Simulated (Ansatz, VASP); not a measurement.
This is a calculation of C for Ansatz 0.2.0.

Contents of input.yaml:

```yaml
crystal:
  lattice:
    - [0.0, 1.8183469191, 1.8183469191]
    - [1.8183469191, 0.0, 1.8183469191]
    - [1.8183469191, 1.8183469191, 0.0]
  atoms:
    - { symbol: C, position: [0.75, 0.75, 0.75] }
    - { symbol: C, position: [0.5, 0.5, 0.5] }
hamiltonian:
  xc: r2scan
  pseudopotentials: { kind: paw }
  dispersion: rvv10
kpoints:
  mp_grid: { grid: [13, 13, 13] }
scf:
  occupations: { method: fermi_dirac, width: 0.05 }
output:
  forces: true
  stress: true
  eigenvalues: true
```

Potentials or basis: Ansatz PAW.

Launch:

```sh
$ ansatz run input.yaml --threads 2 --pin off --max-ram 5120MiB --backend cpu --events-out ev --progress --plain --runs-dir out
```

Set up the same calculation for VASP 6.6.1. Potentials there: VASP PAW PBE potentials, release 64 (C).

As run (the cutoff follows the program's own potentials):

The input POSCAR:

```
C
1.0
    0.0000000000      1.8183469191      1.8183469191
    1.8183469191      0.0000000000      1.8183469191
    1.8183469191      1.8183469191      0.0000000000
C
2
Direct
    0.7500000000      0.7500000000      0.7500000000
    0.5000000000      0.5000000000      0.5000000000
```

Contents of INCAR.step1:

```
PREC = Accurate
ENCUT = 520
ISMEAR = -1
SIGMA = 0.05
LREAL = False
LASPH = True
NELM = 80
NBANDS = 11
GGA = PE
ALGO = Normal
EDIFF = 1E-4
LWAVE = True
LCHARG = False
```

Contents of INCAR.step2:

```
PREC = Accurate
ENCUT = 520
EDIFF = 1E-7
ISMEAR = -1
SIGMA = 0.05
LREAL = False
LASPH = True
NELM = 80
ALGO = Normal
ISIF = 2
LWAVE = False
LCHARG = False
METAGGA = R2SCAN
LMIXTAU = True
LUSE_VDW = True
IVDW_NL = 2
BPARAM = 11.95
CPARAM = 0.0093
NBANDS = 11
ISTART = 1
```

File KPOINTS:

```
regular mesh
0
Gamma
  13 13 13
```

Potentials or basis: VASP PAW PBE potentials, release 64 (C).

Run with:

```bash
$ cat potpaw_PBE.64/C/POTCAR > POTCAR
$ cp INCAR.step1 INCAR
$ mpirun -np 1 vasp_std > vasp.out
$ cp INCAR.step2 INCAR
$ mpirun -np 1 vasp_std > vasp.out
```

Both were run:

|  | VASP | Ansatz | Ansatz less VASP |
| --- | --- | --- | --- |
| gap on the k mesh at the Fermi level (eV) | 4.17 | 4.20 | +0.025 |
| least direct gap on the mesh (eV) | 5.67 | 5.71 | +0.040 |
| pressure (GPa) | -25.5 | -26.4 | -0.89 |

VASP's potentials were made for PBE, not for r2SCAN.

Noted on Ansatz's run: odd divisions of the mesh miss points on the zone boundary, where band edges often lie, so the gap on the mesh can be too wide.
